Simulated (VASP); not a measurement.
# V (Fd-3m) in VASP: notebook

V is run at these levels: PBEsol; tasks: relaxation of cell and atoms, single point.

Program: VASP 6.6.1. These are calculated values, not measurements. Logs are shortened: lines on timing, memory, paths and dates and some standing lists are left out, and cuts for length are marked.

## 1. The cell of the first run

Symmetry: Fd-3m, No. 227, cubic system. Conventional cell: a = 5.305 Å, b = 5.305 Å, c = 5.305 Å, α = 90.00°, β = 90.00°, γ = 90.00°. Within 3.0 Å of V (site symmetry -43m) lie 4 V at 2.30 Å.

## 2. Relaxation of cell and atoms, PBEsol

Input file INCAR:

```
SYSTEM = V
  PREC = Accurate
  ENCUT = 600
  EDIFF = 1E-7
  ISMEAR = -1
  SIGMA = 0.1
  LREAL = .FALSE.
  LASPH = .TRUE.
  NELM = 80
  ALGO = Normal
  ISIF = 3
  LWAVE = .FALSE.
  LCHARG = .FALSE.
  GGA = PS
  IBRION = 2
  NSW = 80
  EDIFFG = -0.01
```

Input file KPOINTS:

```
regular mesh
0
G
  10 10 10
  0 0 0
```

Input file POSCAR:

```
V
1.0
    0.0000000000      2.6526688921      2.6526688921
    2.6526688921      0.0000000000      2.6526688921
    2.6526688921      2.6526688921      0.0000000000
V
2
Direct
    0.1250000000      0.1250000000      0.1250000000
    0.8750000000      0.8750000000      0.8750000000
```

Potentials or basis: VASP PAW PBE potentials, release 64 (V_sv).

Run with:

```bash
$ cat potpaw_PBE.64/V_sv/POTCAR > POTCAR
$ mpirun -np 1 vasp_std > vasp.out
```

OUTCAR:

```text
SYSTEM = V
   PREC = Accurate
   ENCUT = 600
   EDIFF = 1E-7
   ISMEAR = -1
   LREAL = .FALSE.
   LASPH = .TRUE.
   NELM = 80
   ISIF = 3
   GGA = PS
   IBRION = 2
   NSW = 80
   EDIFFG = -0.01

 ion  position               nearest neighbor table
   1  0.125  0.125  0.125-   2 2.30   2 2.30   2 2.30   2 2.30
   2  0.875  0.875  0.875-   1 2.30   1 2.30   1 2.30   1 2.30

  LATTYP: Found a face centered cubic cell.
 ALAT       =     5.3053377842

  Lattice vectors:

 A1 = (   0.0000000000,   2.6526688921,   2.6526688921)
 A2 = (   2.6526688921,   0.0000000000,   2.6526688921)
 A3 = (   2.6526688921,   2.6526688921,   0.0000000000)

Analysis of symmetry for initial positions (statically):
=====================================================================
 Subroutine PRICEL returns:
 Original cell was already a primitive cell.

 Routine SETGRP: Setting up the symmetry group for a
 face centered cubic supercell.

 Subroutine GETGRP returns: Found 48 space group operations
 (whereof 12 operations were pure point group operations)
 out of a pool of 48 trial point group operations.

The static configuration has the point symmetry D_3d.
 The point group associated with its full space group is O_h .

Analysis of symmetry for dynamics (positions and initial velocities):
=====================================================================
 Subroutine PRICEL returns:
 Original cell was already a primitive cell.

 Routine SETGRP: Setting up the symmetry group for a
 face centered cubic supercell.

 Subroutine GETGRP returns: Found 48 space group operations
 (whereof 12 operations were pure point group operations)
 out of a pool of 48 trial point group operations.

The dynamic configuration has the point symmetry D_3d.
 The point group associated with its full space group is O_h .

 Subroutine INISYM returns: Found 48 space group operations
 (whereof 12 operations are pure point group operations),
 and found     1 'primitive' translations

----------------------------------------------------------------------------------------

                                     Primitive cell

  volume of cell :      37.3318

  direct lattice vectors                    reciprocal lattice vectors
     0.000000000  2.652668892  2.652668892    -0.188489412  0.188489412  0.188489412
     2.652668892  0.000000000  2.652668892     0.188489412 -0.188489412  0.188489412
     2.652668892  2.652668892  0.000000000     0.188489412  0.188489412 -0.188489412

  length of vectors
     3.751440324  3.751440324  3.751440324     0.326473238  0.326473238  0.326473238

  position of ions in fractional coordinates (direct lattice)
     0.125000000  0.125000000  0.125000000
     0.875000000  0.875000000  0.875000000

  ion indices of the primitive-cell ions
   primitive index   ion index
                 1           1
                 2           2

----------------------------------------------------------------------------------------

 KPOINTS: regular mesh

Automatic generation of k-mesh.
 Grid dimensions read from file:
 generate k-points for:   10   10   10

 Generating k-lattice:

  Cartesian coordinates                     Fractional coordinates (reciprocal lattice)
    -0.018848941  0.018848941  0.018848941     0.100000000  0.000000000  0.000000000
     0.018848941 -0.018848941  0.018848941     0.000000000  0.100000000  0.000000000
     0.018848941  0.018848941 -0.018848941     0.000000000  0.000000000  0.100000000

  Length of vectors
     0.032647324  0.032647324  0.032647324

  Shift w.r.t. Gamma in fractional coordinates (k-lattice)
     0.000000000  0.000000000  0.000000000

 Subroutine IBZKPT returns following result:
 ===========================================

 Found     47 irreducible k-points:

 Following reciprocal coordinates:
            Coordinates               Weight
  0.000000  0.000000  0.000000      1.000000
  0.100000  0.000000  0.000000      8.000000
  0.200000  0.000000  0.000000      8.000000
  0.300000  0.000000  0.000000      8.000000
  0.400000  0.000000  0.000000      8.000000
  0.500000  0.000000  0.000000      4.000000
[... 16 lines left out ...]
  0.300000  0.300000  0.000000      6.000000
  0.400000  0.300000  0.000000     24.000000
 [... further k-points ...]
   k-points           NKPTS =     47   k-points in BZ     NKDIM =     47   number of bands    NBANDS=     17
   number of dos      NEDOS =    301   number of ions     NIONS =      2
   total plane-waves  NPLWV =  27000
   dimension x,y,z NGX =    30 NGY =   30 NGZ =   30
   dimension x,y,z NGXF=    60 NGYF=   60 NGZF=   60
   ions per type =               2
   NGX,Y,Z   is equivalent  to a cutoff of  13.29, 13.29, 13.29 a.u.
   NGXF,Y,Z  is equivalent  to a cutoff of  26.59, 26.59, 26.59 a.u.
 SYSTEM =  V
   PREC   = accura    normal or accurate (medium, high low for compatibility)
   ISTART =      0    job   : 0-new  1-cont  2-samecut
   ICHARG =      2    charge: 1-file 2-atom 10-const
   ISPIN  =      1    spin polarized calculation?
   LNONCOLLINEAR =      F non collinear calculations
   LSORBIT =      F    spin-orbit coupling
   LASPH  =      T    aspherical Exc in radial PAW
   ENCUT  =  600.0 eV  44.10 Ry    6.64 a.u.   7.49  7.49  7.49*2*pi/ulx,y,z
   NELM   =     80;   NELMIN=  2; NELMDL= -5     # of ELM steps
   EDIFF  = 0.1E-06   stopping-criterion for ELM
   LREAL  =      F    real-space projection
   EDIFFG = -.1E-01   stopping-criterion for IOM
   NSW    =     80    number of steps for IOM
   IBRION =      2    ionic relax: 0-MD 1-quasi-New 2-CG
   NFREE  =      1    steps in history (QN), initial steepest desc. (CG)
   ISIF   =      3    stress and relaxation
   ISYM   =      2    0-nonsym 1-usesym 2-fastsym
   POTIM  = 0.5000    time-step for ionic-motion
   TEBEG  =    0.0;   TEEND  =   0.0 temperature during run
   PSTRESS=    0.0 pullay stress
   NELECT =      26.0000    total number of electrons
   NUPDOWN=      -1.0000    fix difference up-down
   EMIN   =  10.00;   EMAX   =-10.00  energy-range for DOS
   EFERMI =   0.00;   METHOD = LEGACY
   ISMEAR =    -1;   SIGMA  =   0.10  broadening in eV -4-tet -1-fermi 0-gaus
   EFERMI_NEDOS =   21; number of points for ismear=-14 and -15
   IALGO  =     38    algorithm
   IMIX   =      4    mixing-type and parameters
     AMIX     =   0.40;   BMIX     =  1.00
     AMIX_MAG =   1.60;   BMIX_MAG =  1.00
  volume/ion in A,a.u.               =      18.67       125.96
  Fermi-wavevector in a.u.,A,eV,Ry     =   1.451130  2.742238 28.650842  2.105777
  Thomas-Fermi vector in A             =   2.568662
   LORBIT       =      0    0 simple, 1 ext, 2 COOP (PROOUT), +10 PAW based schemes
   GGA     = PS    functional components
   LHFCALC =     F    Hartree Fock is set to
   AEXX    =    0.0000 exact exchange contribution
   IVDW    =     0    specifies the selected vdW correction
   LEPSILON=     F    determine dielectric tensor
   LRPA    =     F    only Hartree local field effects (RPA)
 conjugate gradient relaxation of ions
 non-spin polarized calculation
  energy-cutoff  :      600.00
  volume of cell :       37.33
 maximum number of plane-waves:      1266
 NGX is ok and might be reduce to    30
   NGX = 15   NGY = 15   NGZ = 15

--------------------------------------- Ionic step        1  -------------------------------------------

 number of electron      25.9999999 magnetization

 Free energy of the ion-electron system (eV)
  ---------------------------------------------------
  ext. energy  EPLUGINS =         0.00000000
  ---------------------------------------------------
  free energy    TOTEN  =       -14.37094040 eV

  energy without entropy =      -14.20222877  energy(sigma->0) =      -14.28658459

------------------------ aborting loop because EDIFF is reached ----------------------------------------

  FORCE on cell =-STRESS in cart. coord.  units (eV):
  Direction    XX          YY          ZZ          XY          YZ          ZX
  --------------------------------------------------------------------------------------
  -------------------------------------------------------------------------------------
  Total       -0.8400093     -0.8400093     -0.8400093     -0.0000000     -0.0000000      0.0000000
  in kB      -36.0508515    -36.0508515    -36.0508515     -0.0000000     -0.0000000      0.0000000
  external PRESSURE =     -36.0508515 kB  Pullay stress =       0.0000000 kB
[... 57 lines left out ...]
  energy  without entropy=      -14.2404833068  energy(sigma->0) =      -14.31713664

--------------------------------------- Ionic step        3  -------------------------------------------

 number of electron      26.0000008 magnetization

 Free energy of the ion-electron system (eV)
  ---------------------------------------------------
  ext. energy  EPLUGINS =         0.00000000
  ---------------------------------------------------
  free energy    TOTEN  =       -14.39418894 eV

  energy without entropy =      -14.23940516  energy(sigma->0) =      -14.31679705

 E-fermi :   6.5769     XC(G=0): -11.2799

 val. band max:        6.5760563046   @ k =   0.2000   0.1000   0.0000
 cond. band min:       6.5920589434   @ k =   0.5000   0.3000   0.0000
 fundamental gap:      0.0160026388
 Fermi energy:         6.5768830163

 k-point     1 :       0.0000    0.0000    0.0000
  band No.  band energies     occupation
      1     -56.9033      2.00000
      2     -56.1622      2.00000
      3     -31.0774      2.00000
      4     -31.0774      2.00000
      5     -31.0774      2.00000
      6     -30.1101      2.00000
[... 9 lines left out ...]
     16       8.1606      0.00000
     17       8.1606      0.00000
[... 443 lines left out ...]
      1     -56.7005      2.00000
      2     -56.3722      2.00000
      3     -31.2870      2.00000
      4     -31.2762      2.00000
      5     -30.8262      2.00000
      6     -30.3792      2.00000
[... 9 lines left out ...]
     16       8.9301      0.00000
     17       9.1341      0.00000

 [... further k-points ...]

------------------------ aborting loop because EDIFF is reached ----------------------------------------

  FORCE on cell =-STRESS in cart. coord.  units (eV):
  Direction    XX          YY          ZZ          XY          YZ          ZX
  --------------------------------------------------------------------------------------
  -------------------------------------------------------------------------------------
  Total        0.0014633      0.0014633      0.0014633     -0.0000000      0.0000000      0.0000000
  in kB        0.0663241      0.0663241      0.0663241     -0.0000000      0.0000000      0.0000000
  external PRESSURE =       0.0663241 kB  Pullay stress =       0.0000000 kB
[... 17 lines left out ...]
  FREE ENERGIE OF THE ION-ELECTRON SYSTEM (eV)
  ---------------------------------------------------
  free  energy   TOTEN  =       -14.3941889393 eV

  energy  without entropy=      -14.2394051572  energy(sigma->0) =      -14.31679705

 reached required accuracy - stopping structural energy minimisation
```

Wall time 74 s (1 thread of Intel Xeon 6975P-C, shared host); peak memory 0.19 GiB.

What came out:

```
Free energy                            : -14.3942 eV
Relaxed volume                         : 17.67 Å³/atom
Relaxed cell                           : a = 3.684 Å, b = 3.684 Å, c = 3.684 Å, α = 60.00°, β = 60.00°, γ = 60.00°
Space group after relaxing (to 0.05 Å) : Fd-3m (No. 227)
Energy gained by relaxing              : 11.6 meV/atom
Ionic steps                            : 3
Pressure after relaxing                : 0.0 GPa
Band gap on the k mesh                 : zero (band 13 reaches 6.99 eV, above the bottom of band 14 at 5.96 eV)
```

The path:
| step | energy change (eV) | largest force (eV/Å) | pressure (GPa) | volume (Å³) |
| --- | --- | --- | --- | --- |
| 1 | 0.0000 | 0.0000 | -3.61 | 37.33 |
| 2 | -0.0228 | 0.0000 | 0.51 | 35.11 |
| 3 | -0.0232 | 0.0000 | 0.01 | 35.35 |

Final structure:
```
V
1.0
     0.00000    2.60486    2.60486
     2.60486    0.00000    2.60486
     2.60486    2.60486    0.00000
V
2
Direct
  0.12500 0.12500 0.12500
  0.87500 0.87500 0.87500
```

Caveat: the PAW data sets were made with another functional, which shifts forces and pressure a little.

## 3. Single point, PBEsol

This run uses another cell than the first one, of 17.55 Å³/atom, 0.940 times its volume.

Input file INCAR:

```
  ALGO = Normal
  EDIFF = 1E-6
  ENCUT = 520
  GGA = PS
  ISIF = 2
  ISMEAR = -1
  LASPH = True
  LCHARG = True
  LELF = True
  LREAL = False
  LVHAR = True
  LWAVE = False
  NBANDS = 20
  NELM = 60
  PREC = Accurate
  SIGMA = 0.1
```

Input file KPOINTS:

```
k-points
0
Gamma
  17 17 17
```

Input file POSCAR:

```
V
1.0
    0.0000000000      2.5989197524      2.5989197524
    2.5989197524      0.0000000000      2.5989197524
    2.5989197524      2.5989197524      0.0000000000
V
2
Direct
    0.1250000000      0.1250000000      0.1250000000
    0.8750000000      0.8750000000      0.8750000000
```

Potentials or basis: VASP PAW PBE potentials, release 64 (V_sv).

Run with:

```bash
$ cat potpaw_PBE.64/V_sv/POTCAR > POTCAR
$ mpirun -np 1 vasp_std > vasp.out
```

Wall time 82 s (1 thread of Intel Xeon 6975P-C, shared host); peak memory 0.22 GiB.

The run converged. Its results:

```yaml
Free_energy: -14.3927 eV
Pressure: 0.5 GPa
Band_gap_on_the_k_mesh: zero (band 13 reaches 7.02 eV, above the bottom of band 14 at 6.04 eV)
```

Levels at points of the mesh, in eV from the Fermi level:
```tsv
k point	band 10	band 11	band 12	band 13	band 14	band 15	band 16	band 17
(0.00, 0.00, 0.00)	-1.23	-1.23	-0.59	-0.59	-0.59	1.59	1.59	1.59
```

Caveat: the PAW data sets were made with another functional, which shifts forces and pressure a little.
